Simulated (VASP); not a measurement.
# ZnS (P6/mmm) in VASP: notebook

ZnS is run at these levels: PBE; tasks: single point, relaxation of cell and atoms.

Program: VASP 6.6.1. These are calculated values, not measurements. Logs are shortened: lines on timing, memory, paths and dates and some standing lists are left out, and cuts for length are marked.

## 1. The cell of the first run

The structure is hexagonal, space group P6/mmm (No. 191). The conventional cell has a = 2.647 Å, b = 2.647 Å, c = 5.510 Å, α = 90.00°, β = 90.00°, γ = 120.00°. Within 3.5 Å of Zn (site symmetry 6/mmm) lie 6 Zn at 2.65 Å and 2 S at 2.75 Å. Within 3.5 Å of S (site symmetry 6/mmm) lie 6 S at 2.65 Å and 2 Zn at 2.75 Å.

## 2. Single point, PBE

INCAR reads:

```
SYSTEM = ZnS
ALGO = Normal
EDIFF = 1E-6
ENCUT = 520
GGA = PE
ISIF = 2
ISMEAR = 0
LASPH = .True.
LCHARG = .True.
LELF = .True.
LREAL = .False.
LVHAR = .True.
LWAVE = .False.
NBANDS = 16
NELM = 60
PREC = Accurate
SIGMA = 0.1
```

KPOINTS reads:

```
k-points
0
Gamma
  24 24 10
  0 0 0
```

POSCAR reads:

```
ZnS
1.0
    2.6465441374      0.0000000000      0.0000000000
   -1.3232720687      2.2919744552      0.0000000000
    0.0000000000      0.0000000000      5.5095594720
Zn S
1 1
Direct
    0.0000000000      0.0000000000      0.5000000000
    0.0000000000      0.0000000000      0.0000000000
```

Potentials or basis: VASP PAW PBE potentials, release 64 (Zn, S).

The run is started by

```
> cat potpaw_PBE.64/Zn/POTCAR potpaw_PBE.64/S/POTCAR > POTCAR
> mpirun -np 1 vasp_std > vasp.out
```

OUTCAR:

```text
SYSTEM = ZnS
   EDIFF = 1E-6
   ENCUT = 520
   GGA = PE
   ISIF = 2
   ISMEAR = 0
   LASPH = .True.
   LREAL = .False.
   NELM = 60
   PREC = Accurate

 ion  position               nearest neighbor table
   1  0.000  0.000  0.500-   2 2.75   2 2.75
   2  0.000  0.000  0.000-   1 2.75   1 2.75

  LATTYP: Found a hexagonal cell.
 ALAT       =     2.6465441374
 C/A-ratio  =     2.0817939116

  Lattice vectors:

 A1 = (   2.6465441374,   0.0000000000,   0.0000000000)
 A2 = (  -1.3232720687,   2.2919744552,   0.0000000000)
 A3 = (   0.0000000000,   0.0000000000,   5.5095594720)

Analysis of symmetry for initial positions (statically):
=====================================================================
 Subroutine PRICEL returns:
 Original cell was already a primitive cell.

 Routine SETGRP: Setting up the symmetry group for a
 hexagonal supercell.

 Subroutine GETGRP returns: Found 24 space group operations
 (whereof 24 operations were pure point group operations)
 out of a pool of 24 trial point group operations.

The static configuration has the point symmetry D_6h.

Analysis of symmetry for dynamics (positions and initial velocities):
=====================================================================
 Subroutine PRICEL returns:
 Original cell was already a primitive cell.

 Routine SETGRP: Setting up the symmetry group for a
 hexagonal supercell.

 Subroutine GETGRP returns: Found 24 space group operations
 (whereof 24 operations were pure point group operations)
 out of a pool of 24 trial point group operations.

The dynamic configuration has the point symmetry D_6h.

 Subroutine INISYM returns: Found 24 space group operations
 (whereof 24 operations are pure point group operations),
 and found     1 'primitive' translations

----------------------------------------------------------------------------------------

                                     Primitive cell

  volume of cell :      33.4199

  direct lattice vectors                    reciprocal lattice vectors
     2.646544137  0.000000000  0.000000000     0.377851246  0.218152519  0.000000000
    -1.323272069  2.291974455  0.000000000     0.000000000  0.436305037  0.000000000
     0.000000000  0.000000000  5.509559472     0.000000000  0.000000000  0.181502715

  length of vectors
     2.646544137  2.646544137  5.509559472     0.436305037  0.436305037  0.181502715

  position of ions in fractional coordinates (direct lattice)
     0.000000000  0.000000000  0.500000000
[... 73 lines left out ...]
   LNONCOLLINEAR =      F non collinear calculations
   LSORBIT =      F    spin-orbit coupling
   LASPH  =      T    aspherical Exc in radial PAW
   ENCUT  =  520.0 eV  38.22 Ry    6.18 a.u.   4.92  4.92 10.24*2*pi/ulx,y,z
   NELM   =     60;   NELMIN=  2; NELMDL= -5     # of ELM steps
   EDIFF  = 0.1E-05   stopping-criterion for ELM
   LREAL  =      F    real-space projection
   EDIFFG = 0.1E-04   stopping-criterion for IOM
   NSW    =      0    number of steps for IOM
   IBRION =     -1    ionic relax: 0-MD 1-quasi-New 2-CG
   NFREE  =      0    steps in history (QN), initial steepest desc. (CG)
   ISIF   =      2    stress and relaxation
   ISYM   =      2    0-nonsym 1-usesym 2-fastsym
   POTIM  = 0.5000    time-step for ionic-motion
   TEBEG  =    0.0;   TEEND  =   0.0 temperature during run
   PSTRESS=    0.0 pullay stress
   NELECT =      18.0000    total number of electrons
   NUPDOWN=      -1.0000    fix difference up-down
   EMIN   =  10.00;   EMAX   =-10.00  energy-range for DOS
   EFERMI =   0.00;   METHOD = LEGACY
   ISMEAR =     0;   SIGMA  =   0.10  broadening in eV -4-tet -1-fermi 0-gaus
   EFERMI_NEDOS =   21; number of points for ismear=-14 and -15
   IALGO  =     38    algorithm
   IMIX   =      4    mixing-type and parameters
     AMIX     =   0.40;   BMIX     =  1.00
     AMIX_MAG =   1.60;   BMIX_MAG =  1.00
  volume/ion in A,a.u.               =      16.71       112.76
  Fermi-wavevector in a.u.,A,eV,Ry     =   1.331978  2.517074 24.138988  1.774166
  Thomas-Fermi vector in A             =   2.460948
   LORBIT       =      0    0 simple, 1 ext, 2 COOP (PROOUT), +10 PAW based schemes
   GGA     = PE    functional components
   LHFCALC =     F    Hartree Fock is set to
   AEXX    =    0.0000 exact exchange contribution
   IVDW    =     0    specifies the selected vdW correction
   LEPSILON=     F    determine dielectric tensor
   LRPA    =     F    only Hartree local field effects (RPA)
 non-spin polarized calculation
 Gauss-broadening in eV      SIGMA  =   0.10
  energy-cutoff  :      520.00
  volume of cell :       33.42
 maximum number of plane-waves:       928
 NGX is ok and might be reduce to    20
   NGX =  9   NGY =  9   NGZ = 21

 number of electron      17.9999995 magnetization

 Free energy of the ion-electron system (eV)
  ---------------------------------------------------
  ext. energy  EPLUGINS =         0.00000000
  ---------------------------------------------------
  free energy    TOTEN  =        -4.58837581 eV

  energy without entropy =       -4.58529377  energy(sigma->0) =       -4.58683479

 E-fermi :   4.4154     XC(G=0): -10.8659

 val. band max:        4.4110409660   @ k =   0.3333   0.0417   0.5000
 cond. band min:       4.4309521717   @ k =   0.3750   0.0833   0.4000
 fundamental gap:      0.0199112056
 Fermi energy:         4.4153924825

 k-point     1 :       0.0000    0.0000    0.0000
  band No.  band energies     occupation
      1     -11.5701      2.00000
      2      -3.6572      2.00000
      3      -2.5747      2.00000
      4      -2.5747      2.00000
      5      -2.0500      2.00000
      6      -2.0500      2.00000
[... 433 lines left out ...]
      3      -2.7463      2.00000
      4      -2.5420      2.00000
      5      -2.1820      2.00000
      6      -2.0463      2.00000
[... 8 lines left out ...]
     15      17.2690      0.00000
     16      19.0661      0.00000

 [... further k-points ...]
[... 5 lines left out ...]
  --------------------------------------------------------------------------------------
  -------------------------------------------------------------------------------------
  Total        0.0184020      0.0184020      0.0143311      0.0000000     -0.0000000      0.0000000
  in kB        0.8822072      0.8822072      0.6870441      0.0000000     -0.0000000      0.0000000
  external PRESSURE =       0.8171528 kB  Pullay stress =       0.0000000 kB

 VOLUME and BASIS-vectors are now :
 -----------------------------------------------------------------------------
  energy-cutoff  :      520.00
  volume of cell :       33.42
      direct lattice vectors                 reciprocal lattice vectors
     2.646544137  0.000000000  0.000000000     0.377851246  0.218152519  0.000000000
    -1.323272069  2.291974455  0.000000000     0.000000000  0.436305037  0.000000000
     0.000000000  0.000000000  5.509559472     0.000000000  0.000000000  0.181502715

 POSITION                                       TOTAL-FORCE (eV/Angst)
 -----------------------------------------------------------------------------------
      0.00000      0.00000      2.75478         0.000000      0.000000      0.000000
      0.00000      0.00000      0.00000        -0.000000      0.000000      0.000000
 -----------------------------------------------------------------------------------
    total drift:                               -0.000000     -0.000000      0.000000

  FREE ENERGIE OF THE ION-ELECTRON SYSTEM (eV)
  ---------------------------------------------------
  free  energy   TOTEN  =        -4.5883758060 eV

  energy  without entropy=       -4.5852937677  energy(sigma->0) =       -4.58683479
```

stdout:

```text
POSCAR found type information on POSCAR ZnS
 POSCAR found :  2 types and       2 ions
 scaLAPACK will be used
 LDA part: xc-table for (Slater+PW92), standard interpolation
 POSCAR, INCAR and KPOINTS ok, starting setup
 FFT: planning ... GRIDC
 FFT: planning ... GRID_SOFT
 FFT: planning ... GRID
 WAVECAR not read
 entering main loop
```

It took 2.3 min on 1 thread of AMD EPYC 9R45 (Zen 5), shared host; peak memory 0.26 GiB.

Results:

* Free energy: -4.5884 eV
* Pressure: 0.1 GPa
* Band gap on the k mesh: zero (band 9 reaches 8.45 eV, above the bottom of band 10 at 2.63 eV)

## 3. Relaxation of cell and atoms, PBE

This run uses another cell than the first one, of 16.83 Å³/atom, 1.007 times its volume.

INCAR reads:

```
PREC = Accurate
ENCUT = 600
EDIFF = 1E-6
ISMEAR = 0
SIGMA = 0.1
LREAL = False
LASPH = True
NELM = 80
ALGO = Normal
ISIF = 3
LWAVE = False
LCHARG = False
GGA = PE
IBRION = 2
NSW = 100
EDIFFG = -0.01
```

KPOINTS reads:

```
regular mesh
0
Gamma
  24 24 10
```

POSCAR reads:

```
ZnS
1.0
    2.6175778921      0.0000000000      0.0000000000
   -1.3087889461      2.2668889509      0.0000000000
    0.0000000000      0.0000000000      5.6711160716
Zn S
1 1
Direct
    0.0000000000      0.0000000000      0.5000000000
    0.0000000000      0.0000000000      0.0000000000
```

Potentials or basis: VASP PAW PBE potentials, release 64 (Zn, S).

The run is started by

```
> cat potpaw_PBE.64/Zn/POTCAR potpaw_PBE.64/S/POTCAR > POTCAR
> mpirun -np 1 vasp_std > vasp.out
```

OUTCAR:

```text
PREC = Accurate
   ENCUT = 600
   EDIFF = 1E-6
   ISMEAR = 0
   LREAL = False
   LASPH = True
   NELM = 80
   ISIF = 3
   GGA = PE
   IBRION = 2
   NSW = 100
   EDIFFG = -0.01

 ion  position               nearest neighbor table
   1  0.000  0.000  0.500-   2 2.84   2 2.84
   2  0.000  0.000  0.000-   1 2.84   1 2.84

  LATTYP: Found a hexagonal cell.
 ALAT       =     2.6175778921
 C/A-ratio  =     2.1665510275

  Lattice vectors:

 A1 = (   2.6175778921,   0.0000000000,   0.0000000000)
 A2 = (  -1.3087889461,   2.2668889509,   0.0000000000)
 A3 = (   0.0000000000,   0.0000000000,   5.6711160716)

Analysis of symmetry for initial positions (statically):
[... 448 lines left out ...]
      3      -2.5861      2.00000
      4      -2.5861      2.00000
      5      -2.0613      2.00000
      6      -2.0613      2.00000
      7      -1.5719      2.00000
      8      -1.5460      2.00000
      9       8.4383      0.00000
     10       8.4383      0.00000
     11       9.7054      0.00000
     12      14.2077      0.00000
     13      17.6445      0.00000
[... 354 lines left out ...]
  band No.  band energies     occupation
      1      -7.2489      2.00000
      2      -3.2383      2.00000
      3      -2.7570      2.00000
      4      -2.5460      2.00000
      5      -2.1932      2.00000
      6      -2.0579      2.00000
      7      -1.8329      2.00000
      8       2.3234      2.00000
      9       4.2066      1.99464
     10       5.3411      0.00000
     11       6.2196      0.00000
     12       9.3647      0.00000
     13      12.6752      0.00000

 [... further k-points ...]

------------------------ aborting loop because EDIFF is reached ----------------------------------------

  FORCE on cell =-STRESS in cart. coord.  units (eV):
  Direction    XX          YY          ZZ          XY          YZ          ZX
  --------------------------------------------------------------------------------------
  -------------------------------------------------------------------------------------
  Total        0.0196100      0.0196100     -0.0043522     -0.0000000      0.0000000      0.0000000
  in kB        0.9392414      0.9392414     -0.2084536     -0.0000000      0.0000000      0.0000000
  external PRESSURE =       0.5566764 kB  Pullay stress =       0.0000000 kB
[... 17 lines left out ...]
  FREE ENERGIE OF THE ION-ELECTRON SYSTEM (eV)
  ---------------------------------------------------
  free  energy   TOTEN  =        -4.5883881581 eV

  energy  without entropy=       -4.5853126673  energy(sigma->0) =       -4.58685041

 reached required accuracy - stopping structural energy minimisation
```

OSZICAR:

```text
N       E                     dE             d eps       ncg     rms          rms(c)
DAV:   1     0.827841716833E+02    0.82784E+02   -0.97583E+03  9521   0.188E+03
DAV:   2     0.392422106465E+00   -0.82392E+02   -0.78948E+02 10276   0.303E+02
DAV:   3    -0.467969841125E+01   -0.50721E+01   -0.49362E+01 11521   0.675E+01
[... 61 lines left out ...]
DAV:   1    -0.458925008049E+01   -0.92046E-03   -0.17352E-02 10691   0.182E+00    0.208E-01
DAV:   2    -0.458859617505E+01    0.65391E-03   -0.21466E-03 11696   0.108E+00    0.920E-02
DAV:   3    -0.458842881127E+01    0.16736E-03   -0.14741E-04 11527   0.180E-01    0.421E-02
DAV:   4    -0.458838868642E+01    0.40125E-04   -0.53150E-05 12471   0.106E-01    0.902E-03
DAV:   5    -0.458838815807E+01    0.52835E-06   -0.69323E-06 12470   0.324E-02
   8 F= -.45883882E+01 E0= -.45868504E+01  d E =-.585683E-04
```

Wall time 12 min (1 thread of AMD EPYC 9R45 (Zen 5), shared host); peak memory 0.31 GiB.

Results:

```yaml
Free_energy: -4.5884 eV
Relaxed_volume: 16.73 Å³/atom
Relaxed_cell: a = 2.647 Å, b = 2.647 Å, c = 5.514 Å, α = 90.00°, β = 90.00°, γ = 120.00°
Space_group_after_relaxing_to_0.05_Å: P6/mmm (No. 191)
Energy_gained_by_relaxing: 7.0 meV/atom
Ionic_steps: 8
Pressure_after_relaxing: 0.1 GPa
Band_gap_on_the_k_mesh: zero (band 9 reaches 8.44 eV, above the bottom of band 10 at 2.62 eV)
```

Step by step:
| step | energy change (eV) | largest force (eV/Å) | pressure (GPa) | volume (Å³) |
| --- | --- | --- | --- | --- |
| 1 | 0.0000 | 0.0000 | 0.63 | 33.65 |
| 2 | -0.0110 | 0.0000 | -0.65 | 33.97 |
| 3 | -0.0117 | 0.0000 | -0.97 | 34.06 |
| 4 | -0.0139 | 0.0000 | -0.24 | 33.59 |
| 5 | -0.0140 | 0.0000 | -0.17 | 33.54 |
| 6 | -0.0140 | 0.0000 | -0.05 | 33.43 |
| 7 | -0.0140 | 0.0000 | -0.13 | 33.50 |
| 8 | -0.0141 | 0.0000 | 0.06 | 33.45 |

Final structure:
```xyz
2
Lattice="2.6466 0.0000 0.0000 -1.3233 2.2921 0.0000 0.0000 0.0000 5.5143" Properties=species:S:1:pos:R:3 pbc="T T T"
Zn    0.0000    0.0000    2.7571
S     0.0000    0.0000    0.0000
```
